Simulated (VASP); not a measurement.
Ag, 1 atom in the cell. The structure is tetragonal, space group I4/mmm (No. 139). The conventional cell has a = 2.962 Å, b = 2.962 Å, c = 3.882 Å, α = 90.00°, β = 90.00°, γ = 90.00°. Ag (site symmetry 4/mmm) has 14 Ag at 2.86 to 3.88 Å within 3.9 Å.  This cell differs from its parent crystal: strain +0.025 along x and y, -0.050 along z.

```yaml
Program: VASP 6.6.1
Task: single point
Functional: PBE
Potentials_or_basis: VASP PAW PBE potentials, release 64 (Ag)
Cutoff: 520 eV
k_mesh: 20 × 20 × 20
Occupations: gaussian, width 0.15 eV
Spin: no spin polarisation
Dipole_correction: no
Further_INCAR_settings: ALGO = Normal; EDIFF = 1e-06; NBANDS = 12
```

Potentials or basis: VASP PAW PBE potentials, release 64 (Ag).

Command:

```console
$ cat potpaw_PBE.64/Ag/POTCAR > POTCAR
$ mpirun -np 1 vasp_std > vasp.out
```

Hardware: 1 thread of Intel(R) Xeon(R) 6975P-C (Granite Rapids) (shared host).

Estimate the wall time of this run.

Wall time 35 s on 1 thread of Intel(R) Xeon(R) 6975P-C (Granite Rapids), with other jobs on the host, peak memory 0.24 GiB. Counts: scf iterations 11, k points 641.
